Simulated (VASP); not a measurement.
A run of VASP 6.6.1 is set up as follows.

INCAR

```
  ALGO = Normal
  EDIFF = 1E-6
  ENCUT = 520
  GGA = RE
  ISIF = 2
  ISMEAR = -1
  LASPH = True
  LCHARG = True
  LELF = True
  LREAL = False
  LVHAR = True
  LWAVE = False
  NBANDS = 12
  NELM = 80
  PREC = Accurate
  SIGMA = 0.1
```

Contents of KPOINTS:

```
k-points
0
Gamma
  10 10 10
```

POSCAR

```
As
1.0
    0.0000000000      3.1230327536      3.1230327536
    3.1230327536      0.0000000000      3.1230327536
    3.1230327536      3.1230327536      0.0000000000
As
2
Direct
    0.1250000000      0.1250000000      0.1250000000
    0.8750000000      0.8750000000      0.8750000000
```

Potentials or basis: VASP PAW PBE potentials, release 64 (As).

Command:

```sh
$ cat potpaw_PBE.64/As/POTCAR > POTCAR
$ mpirun -np 1 vasp_std > vasp.out
```

Problem. What does it give for the band gap on the k mesh?

Solution. Zero (band 5 reaches 3.18 eV, above the bottom of band 6 at 1.99 eV).

Problem. What does it give for the pressure?

Solution. -1.7 GPa.

Caveat: the PAW data sets were made with another functional, which shifts forces and pressure a little.
